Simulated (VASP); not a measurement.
# AlN in VASP: a series of runs

Runs on AlN. Level: PBE. Tasks: single point.

Program: VASP 6.6.1. These are calculated values, not measurements. Logs are shortened: lines on timing, memory, paths and dates and some standing lists are left out, and cuts for length are marked.

## 1. The cell of the first run

The typed cell holds 2 atoms: a = 3.127 Å, b = 3.105 Å, c = 3.105 Å, α = 61.48°, β = 59.62°, γ = 59.62°.

## 2. Single point, PBE

The input, INCAR:

```
SYSTEM = AlN
  PREC = Accurate
  ENCUT = 520
  EDIFF = 1E-6
  ISMEAR = 0
  SIGMA = 0.01
  LREAL = .False.
  LASPH = .True.
  NELM = 80
  ALGO = Normal
  ISIF = 2
  LWAVE = .False.
  LCHARG = .False.
  GGA = PE
  NBANDS = 11
```

The input, KPOINTS:

```
Automatic mesh
0
Gamma
  6 6 6
  0 0 0
```

The input, POSCAR:

```
AlN
1.0
    0.0049705675      2.2109898186      2.2109580178
    2.1604272699     -0.0143660150      2.2301309197
    2.1602168017      2.2301861073     -0.0143963611
Al N
1 1
Direct
   -0.0052132637     -0.0124009640     -0.0008153032
    0.7507559623      0.7300359058      0.7417946283
```

Potentials or basis: VASP PAW PBE potentials, release 64 (Al, N).

Launch:

```sh
cat potpaw_PBE.64/Al/POTCAR potpaw_PBE.64/N/POTCAR > POTCAR
mpirun -np 1 vasp_std > vasp.out
```

OUTCAR:

```text
SYSTEM = AlN
   PREC = Accurate
   ENCUT = 520
   EDIFF = 1E-6
   ISMEAR = 0
   LREAL = .False.
   LASPH = .True.
   NELM = 80
   ISIF = 2
   GGA = PE

 ion  position               nearest neighbor table
   1  0.995  0.988  0.999-   2 1.90   2 1.90   2 1.91   2 1.92
   2  0.751  0.730  0.742-   1 1.90   1 1.90   1 1.91   1 1.92

  LATTYP: Found a triclinic cell.
 ALAT       =     3.0981558680
 B/A-ratio  =     1.0245638469
 C/A-ratio  =     1.0092433645
 COS(alpha) =     0.0000126199
 COS(beta)  =     0.5024246542
 COS(gamma) =     0.5123283344

  Lattice vectors:

 A1 = (   2.1554567024,  -2.2253558336,   0.0191729019)
 A2 = (   0.0002104682,  -2.2445521223,   2.2445272808)
 A3 = (  -0.0049705675,  -2.2109898186,  -2.2109580178)

Analysis of symmetry for initial positions (statically):
=====================================================================
 Subroutine PRICEL returns:
 Original cell was already a primitive cell.

 Routine SETGRP: Setting up the symmetry group for a
 triclinic supercell.

 Subroutine GETGRP returns: Found  1 space group operations
 (whereof  1 operations were pure point group operations)
 out of a pool of  2 trial point group operations.

The static configuration has the point symmetry C_1 .

Analysis of symmetry for dynamics (positions and initial velocities):
=====================================================================
 Subroutine PRICEL returns:
 Original cell was already a primitive cell.

 Routine SETGRP: Setting up the symmetry group for a
 triclinic supercell.

 Subroutine GETGRP returns: Found  1 space group operations
 (whereof  1 operations were pure point group operations)
 out of a pool of  2 trial point group operations.

The dynamic configuration has the point symmetry C_1 .

 Subroutine INISYM returns: Found  1 space group operations
 (whereof  1 operations are pure point group operations),
 and found     1 'primitive' translations

----------------------------------------------------------------------------------------

                                     Primitive cell

  volume of cell :      21.4170

  direct lattice vectors                    reciprocal lattice vectors
     0.004970568  2.210989819  2.210958018    -0.232217529  0.226393573  0.226417853
     2.160427270 -0.014366015  2.230130920     0.231716893 -0.223010821  0.222493094
     2.160216802  2.230186107 -0.014396361     0.231711353  0.222511627 -0.223035749

  length of vectors
     3.126793252  3.105017921  3.104911264     0.395530119  0.391062299  0.391083777

  position of ions in fractional coordinates (direct lattice)
     0.994786736  0.987599036  0.999184697
     0.750755962  0.730035906  0.741794628

  ion indices of the primitive-cell ions
   primitive index   ion index
                 1           1
                 2           2

----------------------------------------------------------------------------------------

 KPOINTS: Automatic mesh

Automatic generation of k-mesh.
 Grid dimensions read from file:
 generate k-points for:    6    6    6

 Generating k-lattice:

  Cartesian coordinates                     Fractional coordinates (reciprocal lattice)
    -0.038702921  0.037732262  0.037736309     0.166666667  0.000000000 -0.000000000
     0.038619482 -0.037168470  0.037082182     0.000000000  0.166666667  0.000000000
     0.038618559  0.037085271 -0.037172625    -0.000000000 -0.000000000  0.166666667

  Length of vectors
     0.065921686  0.065177050  0.065180630

  Shift w.r.t. Gamma in fractional coordinates (k-lattice)
     0.000000000  0.000000000  0.000000000

 Subroutine IBZKPT returns following result:
 ===========================================

 Found    112 irreducible k-points:

 Following reciprocal coordinates:
            Coordinates               Weight
  0.000000  0.000000  0.000000      1.000000
  0.166667  0.000000 -0.000000      2.000000
  0.333333 -0.000000  0.000000      2.000000
  0.500000  0.000000 -0.000000      1.000000
  0.000000  0.166667  0.000000      2.000000
  0.166667  0.166667 -0.000000      2.000000
[... 16 lines left out ...]
  0.333333  0.000000  0.166667      2.000000
  0.500000  0.000000  0.166667      2.000000
 [... further k-points ...]
   k-points           NKPTS =    112   k-points in BZ     NKDIM =    112   number of bands    NBANDS=     11
   number of dos      NEDOS =    301   number of ions     NIONS =      2
   total plane-waves  NPLWV =  13824
   dimension x,y,z NGX =    24 NGY =   24 NGZ =   24
   dimension x,y,z NGXF=    48 NGYF=   48 NGZF=   48
   ions per type =               1   1
   NGX,Y,Z   is equivalent  to a cutoff of  12.76, 12.85, 12.85 a.u.
   NGXF,Y,Z  is equivalent  to a cutoff of  25.52, 25.70, 25.70 a.u.
 SYSTEM =  AlN
   PREC   = accura    normal or accurate (medium, high low for compatibility)
   ISTART =      0    job   : 0-new  1-cont  2-samecut
   ICHARG =      2    charge: 1-file 2-atom 10-const
   ISPIN  =      1    spin polarized calculation?
   LNONCOLLINEAR =      F non collinear calculations
   LSORBIT =      F    spin-orbit coupling
   LASPH  =      T    aspherical Exc in radial PAW
   ENCUT  =  520.0 eV  38.22 Ry    6.18 a.u.   5.81  5.77  5.77*2*pi/ulx,y,z
   NELM   =     80;   NELMIN=  2; NELMDL= -5     # of ELM steps
   EDIFF  = 0.1E-05   stopping-criterion for ELM
   LREAL  =      F    real-space projection
   EDIFFG = 0.1E-04   stopping-criterion for IOM
   NSW    =      0    number of steps for IOM
   IBRION =     -1    ionic relax: 0-MD 1-quasi-New 2-CG
   NFREE  =      0    steps in history (QN), initial steepest desc. (CG)
   ISIF   =      2    stress and relaxation
   ISYM   =      2    0-nonsym 1-usesym 2-fastsym
   POTIM  = 0.5000    time-step for ionic-motion
   TEBEG  =    0.0;   TEEND  =   0.0 temperature during run
   PSTRESS=    0.0 pullay stress
   NELECT =       8.0000    total number of electrons
   NUPDOWN=      -1.0000    fix difference up-down
   EMIN   =  10.00;   EMAX   =-10.00  energy-range for DOS
   EFERMI =   0.00;   METHOD = LEGACY
   ISMEAR =     0;   SIGMA  =   0.01  broadening in eV -4-tet -1-fermi 0-gaus
   EFERMI_NEDOS =   21; number of points for ismear=-14 and -15
   IALGO  =     38    algorithm
   IMIX   =      4    mixing-type and parameters
     AMIX     =   0.40;   BMIX     =  1.00
     AMIX_MAG =   1.60;   BMIX_MAG =  1.00
  volume/ion in A,a.u.               =      10.71        72.26
  Fermi-wavevector in a.u.,A,eV,Ry     =   1.179013  2.228012 18.913082  1.390072
  Thomas-Fermi vector in A             =   2.315332
   LORBIT       =      0    0 simple, 1 ext, 2 COOP (PROOUT), +10 PAW based schemes
   GGA     = PE    functional components
   LHFCALC =     F    Hartree Fock is set to
   AEXX    =    0.0000 exact exchange contribution
   IVDW    =     0    specifies the selected vdW correction
   LEPSILON=     F    determine dielectric tensor
   LRPA    =     F    only Hartree local field effects (RPA)
 non-spin polarized calculation
 Gauss-broadening in eV      SIGMA  =   0.01
  energy-cutoff  :      520.00
  volume of cell :       21.42
 maximum number of plane-waves:       588
   NGX = 11   NGY = 11   NGZ = 11

 number of electron       8.0000000 magnetization

 Free energy of the ion-electron system (eV)
  ---------------------------------------------------
  ext. energy  EPLUGINS =         0.00000000
  ---------------------------------------------------
  free energy    TOTEN  =       -14.83314987 eV

  energy without entropy =      -14.83314987  energy(sigma->0) =      -14.83314987

 E-fermi :   5.8569     XC(G=0): -10.8149

 val. band max:        5.8064609504   @ k =   0.0000   0.0000   0.0000
 cond. band min:       8.9262714863   @ k =   0.0000   0.5000   0.5000
 fundamental gap:      3.1198105360
 Fermi energy:         5.8569464485

 k-point     1 :       0.0000    0.0000    0.0000
  band No.  band energies     occupation
      1      -9.1048      2.00000
      2       5.5631      2.00000
      3       5.7967      2.00000
      4       5.8065      2.00000
      5       9.6599      0.00000
      6      17.8466      0.00000
      7      17.9791      0.00000
      8      18.2079      0.00000
      9      22.6841      0.00000
     10      23.5790      0.00000
     11      24.1260      0.00000

 k-point     2 :       0.1667    0.0000   -0.0000
  band No.  band energies     occupation
      1      -8.7138      2.00000
      2       3.9493      2.00000
      3       5.4067      2.00000
      4       5.6868      2.00000
      5      11.0800      0.00000
      6      17.1668      0.00000
      7      17.9414      0.00000
      8      18.2788      0.00000
      9      21.0840      0.00000
     10      21.5926      0.00000
     11      23.2065      0.00000

 k-point     3 :       0.3333   -0.0000    0.0000
  band No.  band energies     occupation
      1      -7.7480      2.00000
      2       1.3032      2.00000
      3       5.1256      2.00000
      4       5.4713      2.00000
      5      12.4125      0.00000
      6      15.8799      0.00000
      7      16.8647      0.00000
      8      17.5243      0.00000
      9      22.5717      0.00000
     10      22.8910      0.00000
     11      23.2036      0.00000

 k-point     4 :       0.5000    0.0000   -0.0000
  band No.  band energies     occupation
      1      -7.1015      2.00000
      2       0.0286      2.00000
      3       4.9983      2.00000
      4       5.3738      2.00000
      5      12.7248      0.00000
      6      15.3961      0.00000
      7      16.2804      0.00000
      8      16.9591      0.00000
      9      23.2925      0.00000
     10      25.3908      0.00000
     11      25.5940      0.00000
[... 239 lines left out ...]
 k-point    22 :       0.1667    0.0000    0.1667
  band No.  band energies     occupation
      1      -8.6033      2.00000
      2       3.9624      2.00000
      3       5.2179      2.00000
      4       5.2952      2.00000
      5      11.3571      0.00000
      6      16.6284      0.00000
      7      17.9324      0.00000
      8      18.5614      0.00000
      9      18.9665      0.00000
     10      24.1058      0.00000
     11      25.8272      0.00000

 k-point    23 :       0.3333    0.0000    0.1667
  band No.  band energies     occupation
      1      -7.8292      2.00000
      2       2.1351      2.00000
      3       4.6945      2.00000
      4       4.9547      2.00000
      5      12.1390      0.00000
      6      15.6399      0.00000
      7      16.6629      0.00000
      8      18.6872      0.00000
      9      20.3626      0.00000
     10      24.6457      0.00000
     11      25.6457      0.00000

 k-point    24 :       0.5000    0.0000    0.1667
  band No.  band energies     occupation
      1      -6.9987      2.00000
      2       0.5681      2.00000
      3       4.0273      2.00000
      4       4.9379      2.00000
      5      12.7768      0.00000
      6      14.4819      0.00000
      7      17.4226      0.00000
      8      17.9218      0.00000
      9      22.2815      0.00000
     10      25.4944      0.00000
     11      26.0474      0.00000

 [... further k-points ...]
[... 5 lines left out ...]
  --------------------------------------------------------------------------------------
  -------------------------------------------------------------------------------------
  Total        0.1867382     -0.3042028     -0.3039593     -0.0867389      0.1643396     -0.0860870
  in kB       13.9696468    -22.7570218    -22.7388010     -6.4888219     12.2940366     -6.4400562
  external PRESSURE =     -10.5087253 kB  Pullay stress =       0.0000000 kB

 VOLUME and BASIS-vectors are now :
 -----------------------------------------------------------------------------
  energy-cutoff  :      520.00
  volume of cell :       21.42
      direct lattice vectors                 reciprocal lattice vectors
     0.004970568  2.210989819  2.210958018    -0.232217529  0.226393573  0.226417853
     2.160427270 -0.014366015  2.230130920     0.231716893 -0.223010821  0.222493094
     2.160216802  2.230186107 -0.014396361     0.231711353  0.222511627 -0.223035749

 POSITION                                       TOTAL-FORCE (eV/Angst)
 -----------------------------------------------------------------------------------
      4.29704      4.41364      4.38752        -0.302810     -0.056211     -0.061190
      3.18336      3.30377      3.27729         0.302810      0.056211      0.061190
 -----------------------------------------------------------------------------------
    total drift:                                0.000052      0.000143      0.000020

  FREE ENERGIE OF THE ION-ELECTRON SYSTEM (eV)
  ---------------------------------------------------
  free  energy   TOTEN  =       -14.8331498703 eV

  energy  without entropy=      -14.8331498703  energy(sigma->0) =      -14.83314987
```

Run time: 13 s. Hardware: 1 thread of Intel Xeon Platinum 8488C (Sapphire Rapids), shared host; peak memory 0.15 GiB.

What came out:

* Free energy: -14.8331 eV
* Pressure: -1.1 GPa
* Largest force: 0.314 eV/Å
* Band gap on the k mesh: 3.12 eV, indirect (least direct gap 3.85 eV)

Forces in eV/Å, atoms in the order of the input:
```
Al  -0.303 -0.056 -0.061
N    0.303  0.056  0.061
```

Stress tensor (GPa, compression positive):
```
 1.40 -0.65 -0.64
-0.65 -2.28  1.23
-0.64  1.23 -2.27
```

A k mesh can miss the band edges. PBE gaps usually lie below the measured ones, often by a third to a half.

## 3. Single point, PBE

The input, INCAR:

```
PREC = Accurate
ENCUT = 520
EDIFF = 1E-6
ISMEAR = 0
SIGMA = 0.01
LREAL = F
LASPH = T
NELM = 100
ALGO = Normal
ISIF = 2
LWAVE = F
LCHARG = F
GGA = PE
NBANDS = 11
```

The input, KPOINTS:

```
regular mesh
0
Gamma
  6 6 6
```

The input, POSCAR:

```
AlN
1.0
    0.0042746002      2.2104423304      2.2104110660
    2.1607362567     -0.0143284261      2.2288359908
    2.1605175920      2.2288819871     -0.0143501255
Al N
1 1
Direct
   -0.0049098554     -0.0129334988     -0.0013257780
    0.7504525509      0.7305684459      0.7423051046
```

Potentials or basis: VASP PAW PBE potentials, release 64 (Al, N).

Launch:

```sh
cat potpaw_PBE.64/Al/POTCAR potpaw_PBE.64/N/POTCAR > POTCAR
mpirun -np 1 vasp_std > vasp.out
```

It took 13 s on 1 thread of Intel Xeon Platinum 8488C (Sapphire Rapids), shared host; peak memory 0.14 GiB.

The run converged. Its results:

* Free energy: -14.8349 eV
* Pressure: -1.0 GPa
* Largest force: 0.256 eV/Å
* Band gap on the k mesh: 3.13 eV, indirect (least direct gap 3.86 eV)

Forces in eV/Å, atoms in the order of the input:
```
Al  -0.248 -0.043 -0.047
N    0.248  0.043  0.047
```

Stress tensor (GPa, compression positive):
```
 1.47 -0.53 -0.53
-0.53 -2.16  1.42
-0.53  1.42 -2.16
```

Levels at points of the mesh, in eV from the valence-band top:
| k point | band 1 | band 2 | band 3 | band 4 | band 5 | band 6 | band 7 | band 8 | band 9 |
| --- | --- | --- | --- | --- | --- | --- | --- | --- | --- |
| (0.00, 0.00, 0.00) | -14.91 | -0.23 | -0.02 | 0.00 | 3.86 | 12.05 | 12.18 | 12.41 | 16.90 |
| (0.50, 0.00, 0.00) | -12.91 | -5.78 | -0.79 | -0.44 | 6.93 | 9.60 | 10.49 | 11.16 | 17.50 |
| (0.00, 0.50, 0.00) | -12.96 | -5.87 | -0.58 | -0.44 | 7.07 | 9.58 | 10.74 | 11.25 | 17.49 |
| (0.50, 0.50, 0.00) | -12.37 | -5.00 | -1.75 | -1.73 | 3.27 | 8.52 | 13.31 | 14.96 | 15.84 |
| (0.00, 0.00, 0.50) | -12.96 | -5.87 | -0.58 | -0.44 | 7.07 | 9.58 | 10.74 | 11.25 | 17.49 |
| (0.50, 0.00, 0.50) | -12.37 | -5.00 | -1.75 | -1.73 | 3.27 | 8.52 | 13.31 | 14.97 | 15.84 |
| (0.00, 0.50, 0.50) | -12.24 | -4.71 | -2.13 | -1.86 | 3.13 | 8.05 | 13.86 | 15.09 | 15.20 |
| (0.50, 0.50, 0.50) | -12.92 | -5.78 | -0.78 | -0.44 | 6.97 | 9.60 | 10.50 | 11.23 | 17.51 |
